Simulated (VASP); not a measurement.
Runs of VASP 6.6.1 on Mo. The structure is that of space group P6/mmm (No. 191), or close to it. The cells are those of the table. 

| cell | gap on the mesh (eV) | pressure (GPa) |
| --- | --- | --- |
| a = 2.749, b = 2.749, c = 2.530 Å, angles 90.0, 90.0, 120.0°, 1 atom | none | 1.9 |
| a = 2.708, b = 2.708, c = 2.607 Å, angles 90.0, 90.0, 120.0°, 1 atom | none | 2.4 |
| a = 2.736, b = 2.736, c = 2.555 Å, angles 90.0, 90.0, 120.0°, 1 atom | none | 1.9 |
| a = 2.763, b = 2.763, c = 2.505 Å, angles 90.0, 90.0, 120.0°, 1 atom | none | (a) |
| a = 2.722, b = 2.722, c = 2.581 Å, angles 90.0, 90.0, 120.0°, 1 atom | none | 2.1 |

Alike in all rows: task single point; level r2SCAN; potentials or basis VASP PAW PBE potentials, release 64 (Mo_sv); no spin polarisation; k mesh 14 × 14 × 13; cutoff (eV) 520; smearing fermi-dirac 0.1 eV.

Q: Fill in the values left out.

A: (a) 2.0.

Caveats: the PAW data sets were made with another functional, which shifts forces and pressure a little.

A k mesh can miss the band edges, and the runs leave out spin-orbit coupling on Mo.

A gap of «none» marks levels without a gap at the run's occupations.
